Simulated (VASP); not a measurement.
# Pt (I4/mmm) in VASP: notebook

The runs below take Pt through single point, with PBE.

Program: VASP 6.6.1. These are calculated values, not measurements. Logs are shortened: lines on timing, memory, paths and dates and some standing lists are left out, and cuts for length are marked.

## Step 1: The cell of the first run

The structure is tetragonal, space group I4/mmm (No. 139). The conventional cell has a = 3.042 Å, b = 3.042 Å, c = 3.168 Å, α = 90.00°, β = 90.00°, γ = 90.00°. Pt (site symmetry 4/mmm) has 14 Pt at 2.67 to 3.17 Å within 3.5 Å.

## Step 2: Single point, PBE (strain -0.040 along x and y, +0.000 along z)

INCAR

```
PREC = Accurate
ENCUT = 520
EDIFF = 1E-6
ISMEAR = 0
SIGMA = 0.15
LREAL = False
LASPH = True
NELM = 60
ALGO = Normal
ISIF = 2
LWAVE = False
LCHARG = False
GGA = PE
NBANDS = 11
```

KPOINTS

```
regular mesh
0
Gamma
  22 22 22
```

POSCAR

```
Pt
1.0
   -1.5208512000      1.5208512000      1.5842200000
    1.5208512000     -1.5208512000      1.5842200000
    1.5208512000      1.5208512000     -1.5842200000
Pt
1
Direct
    0.0000000000      0.0000000000      0.0000000000
```

Potentials or basis: VASP PAW PBE potentials, release 64 (Pt).

The run is started by

```sh
cat potpaw_PBE.64/Pt/POTCAR > POTCAR
mpirun -np 1 vasp_std > vasp.out
```

OUTCAR:

```text
PREC = Accurate
   ENCUT = 520
   EDIFF = 1E-6
   ISMEAR = 0
   LREAL = False
   LASPH = True
   NELM = 60
   ISIF = 2
   GGA = PE

 ion  position               nearest neighbor table
   1  0.000  0.000  0.000-

  LATTYP: Found a body centered tetragonal cell.
 ALAT       =     3.0417024000
 C/A-ratio  =     1.0416666667

  Lattice vectors:

 A1 = (  -1.5208512000,   1.5208512000,   1.5842200000)
 A2 = (   1.5208512000,  -1.5208512000,   1.5842200000)
 A3 = (   1.5208512000,   1.5208512000,  -1.5842200000)

Analysis of symmetry for initial positions (statically):
=====================================================================
 Subroutine PRICEL returns:
 Original cell was already a primitive cell.

 Routine SETGRP: Setting up the symmetry group for a
 body centered tetragonal supercell.

 Subroutine GETGRP returns: Found 16 space group operations
 (whereof 16 operations were pure point group operations)
 out of a pool of 16 trial point group operations.

The static configuration has the point symmetry D_4h.

Analysis of symmetry for dynamics (positions and initial velocities):
=====================================================================
 Subroutine PRICEL returns:
 Original cell was already a primitive cell.

 Routine SETGRP: Setting up the symmetry group for a
 body centered tetragonal supercell.

 Subroutine GETGRP returns: Found 16 space group operations
 (whereof 16 operations were pure point group operations)
 out of a pool of 16 trial point group operations.

The dynamic configuration has the point symmetry D_4h.

 Subroutine INISYM returns: Found 16 space group operations
 (whereof 16 operations are pure point group operations),
 and found     1 'primitive' translations

----------------------------------------------------------------------------------------

                                     Primitive cell

  volume of cell :      14.6571

  direct lattice vectors                    reciprocal lattice vectors
    -1.520851200  1.520851200  1.584220000     0.000000000  0.328763261  0.315612731
     1.520851200 -1.520851200  1.584220000     0.328763261  0.000000000  0.315612731
     1.520851200  1.520851200 -1.584220000     0.328763261  0.328763261  0.000000000

  length of vectors
     2.671278674  2.671278674  2.671278674     0.455737509  0.455737509  0.464941463

  position of ions in fractional coordinates (direct lattice)
     0.000000000  0.000000000  0.000000000

  ion indices of the primitive-cell ions
   primitive index   ion index
                 1           1

----------------------------------------------------------------------------------------
[... 80 lines left out ...]
   PSTRESS=    0.0 pullay stress
   NELECT =      10.0000    total number of electrons
   NUPDOWN=      -1.0000    fix difference up-down
   EMIN   =  10.00;   EMAX   =-10.00  energy-range for DOS
   EFERMI =   0.00;   METHOD = LEGACY
   ISMEAR =     0;   SIGMA  =   0.15  broadening in eV -4-tet -1-fermi 0-gaus
   EFERMI_NEDOS =   21; number of points for ismear=-14 and -15
   IALGO  =     38    algorithm
   IMIX   =      4    mixing-type and parameters
     AMIX     =   0.40;   BMIX     =  1.00
     AMIX_MAG =   1.60;   BMIX_MAG =  1.00
  volume/ion in A,a.u.               =      14.66        98.91
  Fermi-wavevector in a.u.,A,eV,Ry     =   1.441203  2.723479 28.260204  2.077066
  Thomas-Fermi vector in A             =   2.559862
   LORBIT       =      0    0 simple, 1 ext, 2 COOP (PROOUT), +10 PAW based schemes
   GGA     = PE    functional components
   LHFCALC =     F    Hartree Fock is set to
   AEXX    =    0.0000 exact exchange contribution
   IVDW    =     0    specifies the selected vdW correction
   LEPSILON=     F    determine dielectric tensor
   LRPA    =     F    only Hartree local field effects (RPA)
 non-spin polarized calculation
 Gauss-broadening in eV      SIGMA  =   0.15
  energy-cutoff  :      520.00
  volume of cell :       14.66
 maximum number of plane-waves:       410
   NGX =  9   NGY =  9   NGZ =  9

 number of electron      10.0000000 magnetization

 Free energy of the ion-electron system (eV)
  ---------------------------------------------------
  ext. energy  EPLUGINS =         0.00000000
  ---------------------------------------------------
  free energy    TOTEN  =        -5.93825837 eV

  energy without entropy =       -5.92666709  energy(sigma->0) =       -5.93246273

 E-fermi :  11.5717     XC(G=0): -13.6543

 val. band max:       11.5660119457   @ k =  -0.1364  -0.3182   0.0909
 cond. band min:      11.5736500157   @ k =  -0.3636   0.4091   0.1818
 fundamental gap:      0.0076380700
 Fermi energy:        11.5716679034

 k-point     1 :       0.0000    0.0000    0.0000
  band No.  band energies     occupation
      1       1.2939      2.00000
      2       7.5743      2.00000
      3       7.5743      2.00000
      4       7.9480      2.00000
      5      10.1943      2.00000
      6      10.6732      2.00000
      7      28.1248      0.00000
      8      28.9272      0.00000
      9      28.9272      0.00000
     10      39.2472      0.00000
     11      39.2891      0.00000
[... 309 lines left out ...]
 k-point    24 :      -0.4545    0.0455   -0.0000
  band No.  band energies     occupation
      1       4.3433      2.00000
      2       6.3013      2.00000
      3       9.7512      2.00000
      4      10.4996      2.00000
      5      11.0602      2.00000
      6      12.7005      0.00000
      7      19.4825      0.00000
      8      25.2926      0.00000
      9      28.8071      0.00000
     10      35.6899      0.00000
     11      37.2725      0.00000

 [... further k-points ...]

------------------------ aborting loop because EDIFF is reached ----------------------------------------

  FORCE on cell =-STRESS in cart. coord.  units (eV):
  Direction    XX          YY          ZZ          XY          YZ          ZX
  --------------------------------------------------------------------------------------
  -------------------------------------------------------------------------------------
  Total        1.8789189      1.8789189      2.2749085      0.0000000      0.0000000      0.0000000
  in kB      205.3854572    205.3854572    248.6712575      0.0000000      0.0000000      0.0000000
  external PRESSURE =     219.8140573 kB  Pullay stress =       0.0000000 kB

 VOLUME and BASIS-vectors are now :
 -----------------------------------------------------------------------------
  energy-cutoff  :      520.00
  volume of cell :       14.66
      direct lattice vectors                 reciprocal lattice vectors
    -1.520851200  1.520851200  1.584220000     0.000000000  0.328763261  0.315612731
     1.520851200 -1.520851200  1.584220000     0.328763261  0.000000000  0.315612731
     1.520851200  1.520851200 -1.584220000     0.328763261  0.328763261  0.000000000

 POSITION                                       TOTAL-FORCE (eV/Angst)
 -----------------------------------------------------------------------------------
      0.00000      0.00000      0.00000         0.000000     -0.000000      0.000000
 -----------------------------------------------------------------------------------
    total drift:                                0.000000     -0.000000      0.000000

  FREE ENERGIE OF THE ION-ELECTRON SYSTEM (eV)
  ---------------------------------------------------
  free  energy   TOTEN  =        -5.9382583698 eV

  energy  without entropy=       -5.9266670913  energy(sigma->0) =       -5.93246273
```

It took 46 s on 1 thread of Intel Xeon Platinum 8559C (Emerald Rapids), shared host; peak memory 0.24 GiB.

Results:

```
Free energy            : -5.9383 eV
Pressure               : 22.0 GPa
Band gap on the k mesh : zero (band 5 reaches 12.81 eV, above the bottom of band 6 at 10.30 eV)
```

Levels at points of the mesh, in eV from the Fermi level:
| k point | band 2 | band 3 | band 4 | band 5 | band 6 | band 7 | band 8 | band 9 |
| --- | --- | --- | --- | --- | --- | --- | --- | --- |
| (0.00, 0.00, 0.00) | -4.00 | -4.00 | -3.62 | -1.38 | -0.90 | 16.55 | 17.36 | 17.36 |
| (0.50, 0.00, 0.00) | -5.34 | -1.54 | -0.72 | -0.04 | 1.19 | 6.87 | 13.42 | 16.86 |
| (0.50, 0.50, 0.00) | -5.75 | -0.97 | -0.58 | 0.24 | 1.29 | 7.25 | 13.00 | 15.85 |
| (0.50, 0.50, 0.50) | -6.82 | 0.55 | 0.68 | 0.68 | 7.03 | 8.29 | 8.29 | 13.86 |

Caveat: the cell differs from its parent crystal (strain -0.040 along x and y, +0.000 along z); spin-orbit coupling is left out, which moves the levels of the heavy elements.

## Step 3: Single point, PBE (strain +0.000 along x and y, -0.040 along z)

INCAR

```
SYSTEM = Pt
ALGO = Fast
EDIFF = 1E-6
ENCUT = 520
GGA = PE
ISIF = 2
ISMEAR = 0
LASPH = .True.
LCHARG = .False.
LREAL = .False.
LWAVE = .False.
NBANDS = 11
NELM = 60
PREC = Accurate
SIGMA = 0.15
```

KPOINTS

```
k-points
0
Gamma
  22 22 22
  0 0 0
```

POSCAR

```
Pt
1.0
   -1.5842200000      1.5842200000      1.5208512000
    1.5842200000     -1.5842200000      1.5208512000
    1.5842200000      1.5842200000     -1.5208512000
Pt
1
Direct
    0.0000000000      0.0000000000      0.0000000000
```

Potentials or basis: VASP PAW PBE potentials, release 64 (Pt).

The run is started by

```sh
cat potpaw_PBE.64/Pt/POTCAR > POTCAR
mpirun -np 1 vasp_std > vasp.out
```

OUTCAR:

```text
SYSTEM = Pt
   EDIFF = 1E-6
   ENCUT = 520
   GGA = PE
   ISIF = 2
   ISMEAR = 0
   LASPH = .True.
   LREAL = .False.
   NELM = 60
   PREC = Accurate

 ion  position               nearest neighbor table
   1  0.000  0.000  0.000-

  LATTYP: Found a body centered tetragonal cell.
 ALAT       =     3.1684400000
 C/A-ratio  =     0.9600000000

  Lattice vectors:

 A1 = (  -1.5842200000,   1.5842200000,   1.5208512000)
 A2 = (   1.5842200000,  -1.5842200000,   1.5208512000)
 A3 = (   1.5842200000,   1.5842200000,  -1.5208512000)

Analysis of symmetry for initial positions (statically):
=====================================================================
 Subroutine PRICEL returns:
 Original cell was already a primitive cell.

 Routine SETGRP: Setting up the symmetry group for a
 body centered tetragonal supercell.

 Subroutine GETGRP returns: Found 16 space group operations
 (whereof 16 operations were pure point group operations)
 out of a pool of 16 trial point group operations.

The static configuration has the point symmetry D_4h.

[... 167 lines left out ...]
  band No.  band energies     occupation
      1       0.9648      2.00000
      2       6.9188      2.00000
      3       7.2880      2.00000
      4       7.2880      2.00000
      5       9.4965      2.00000
      6       9.9852      2.00000
      7      27.6414      0.00000
      8      27.6414      0.00000
      9      28.4781      0.00000
     10      38.1644      0.00000
     11      38.4788      0.00000
[... 309 lines left out ...]
 k-point    24 :      -0.4545    0.0455   -0.0000
  band No.  band energies     occupation
      1       4.0175      2.00000
      2       5.6111      2.00000
      3       9.4853      2.00000
      4       9.7436      2.00000
      5      10.5190      1.99274
      6      11.9230      0.00000
      7      18.7000      0.00000
      8      24.2615      0.00000
      9      26.9758      0.00000
     10      35.2474      0.00000
     11      35.5237      0.00000

 [... further k-points ...]

------------------------ aborting loop because EDIFF is reached ----------------------------------------

  FORCE on cell =-STRESS in cart. coord.  units (eV):
  Direction    XX          YY          ZZ          XY          YZ          ZX
  --------------------------------------------------------------------------------------
  -------------------------------------------------------------------------------------
  Total        0.9905146      0.9905146      0.5778295      0.0000000      0.0000000      0.0000000
  in kB      103.9426497    103.9426497     60.6362889      0.0000000      0.0000000      0.0000000
  external PRESSURE =      89.5071961 kB  Pullay stress =       0.0000000 kB

 VOLUME and BASIS-vectors are now :
 -----------------------------------------------------------------------------
  energy-cutoff  :      520.00
  volume of cell :       15.27
      direct lattice vectors                 reciprocal lattice vectors
    -1.584220000  1.584220000  1.520851200     0.000000000  0.315612731  0.328763261
     1.584220000 -1.584220000  1.520851200     0.315612731  0.000000000  0.328763261
     1.584220000  1.584220000 -1.520851200     0.315612731  0.315612731  0.000000000

 POSITION                                       TOTAL-FORCE (eV/Angst)
 -----------------------------------------------------------------------------------
      0.00000      0.00000      0.00000        -0.000000      0.000000     -0.000000
 -----------------------------------------------------------------------------------
    total drift:                               -0.000000     -0.000000      0.000000

  FREE ENERGIE OF THE ION-ELECTRON SYSTEM (eV)
  ---------------------------------------------------
  free  energy   TOTEN  =        -5.9972019404 eV

  energy  without entropy=       -5.9847059718  energy(sigma->0) =       -5.99095396
```

OSZICAR:

```text
N       E                     dE             d eps       ncg     rms          rms(c)
DAV:   1     0.400491079631E+02    0.40049E+02   -0.53607E+03 18708   0.845E+02
DAV:   2    -0.574521438708E+01   -0.45794E+02   -0.43907E+02 20862   0.177E+02
DAV:   3    -0.635304983654E+01   -0.60784E+00   -0.60522E+00 21535   0.194E+01
DAV:   4    -0.635539940613E+01   -0.23496E-02   -0.23494E-02 21291   0.142E+00
DAV:   5    -0.635541804980E+01   -0.18644E-04   -0.18643E-04 21766   0.117E-01    0.121E+01
RMM:   6    -0.603567813786E+01    0.31974E+00   -0.30600E-01 18456   0.473E+00    0.646E+00
RMM:   7    -0.600029487009E+01    0.35383E-01   -0.64137E-02 19380   0.233E+00    0.241E+00
RMM:   8    -0.599744006422E+01    0.28548E-02   -0.78481E-03 19861   0.783E-01    0.539E-01
RMM:   9    -0.599718537104E+01    0.25469E-03   -0.80763E-04 21331   0.248E-01    0.483E-02
RMM:  10    -0.599719987314E+01   -0.14502E-04   -0.12253E-04 21705   0.846E-02    0.511E-02
RMM:  11    -0.599720135453E+01   -0.14814E-05   -0.16328E-05 21772   0.278E-02    0.931E-03
RMM:  12    -0.599720194037E+01   -0.58584E-06   -0.45895E-06 17840   0.158E-02
   1 F= -.59972019E+01 E0= -.59909540E+01  d E =-.124960E-01
```

stdout:

```text
POSCAR found type information on POSCAR Pt
 POSCAR found :  1 types and       1 ions
 scaLAPACK will be used
 LDA part: xc-table for (Slater+PW92), standard interpolation
 POSCAR, INCAR and KPOINTS ok, starting setup
 FFT: planning ... GRIDC
 FFT: planning ... GRID_SOFT
 FFT: planning ... GRID
 WAVECAR not read
 entering main loop
```

Run time: 70 s. Hardware: 1 thread of AMD EPYC 7R13 (Zen 3), shared host; peak memory 0.21 GiB.

Results:

```yaml
Free_energy: -5.9972 eV
Pressure: 9.0 GPa
Band_gap_on_the_k_mesh: zero (band 5 reaches 11.91 eV, above the bottom of band 6 at 9.63 eV)
```

Stress tensor (GPa, compression positive):
```
10.39  0.00  0.00
 0.00 10.39  0.00
 0.00  0.00  6.06
```

Caveat: the cell differs from its parent crystal (strain +0.000 along x and y, -0.040 along z); spin-orbit coupling is left out, which moves the levels of the heavy elements.
